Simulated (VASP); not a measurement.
Here is a VASP 6.6.1 calculation.

Contents of INCAR:

```
PREC     = Accurate       # precision mode
ENCUT    = 520            # plane-wave cutoff, eV
EDIFF    = 1E-6           # SCF threshold, eV
ISMEAR   = 0              # smearing method
SIGMA    = 0.05           # smearing width, eV
LREAL    = F              # projectors in reciprocal space
LASPH    = T              # aspherical terms in the spheres
NELM     = 80             # most SCF steps
ALGO     = Normal         # electronic algorithm
ISIF     = 2              # what is computed and relaxed
LWAVE    = F              # write WAVECAR
LCHARG   = T              # write CHGCAR
GGA      = PE             # functional
LELF     = T              # ELF
LVHAR    = T            
NBANDS   = 21             # bands
```

File KPOINTS:

```
regular mesh
0
Gamma
  10 10 10
```

The input POSCAR:

```
PbF2
1.0
    0.0000000000      3.0972166147      3.0972166147
    3.0972166147      0.0000000000      3.0972166147
    3.0972166147      3.0972166147      0.0000000000
Pb F
1 2
Direct
    0.0000000000      0.0000000000      0.0000000000
    0.2500000000      0.2500000000      0.2500000000
    0.7500000000      0.7500000000      0.7500000000
```

Potentials or basis: VASP PAW PBE potentials, release 64 (Pb_d, F).

The run is started by

```console
$ cat potpaw_PBE.64/Pb_d/POTCAR potpaw_PBE.64/F/POTCAR > POTCAR
$ mpirun -np 1 vasp_std > vasp.out
```

(1) What does it give for the band gap on the k mesh?

(2) Estimate the pressure.

Results:

(1) 4.33 eV (least direct gap 4.51 eV).

(2) -5.2 GPa.

Caveat: the cell stands under tension; spin-orbit coupling is left out, which moves the levels of the heavy elements.
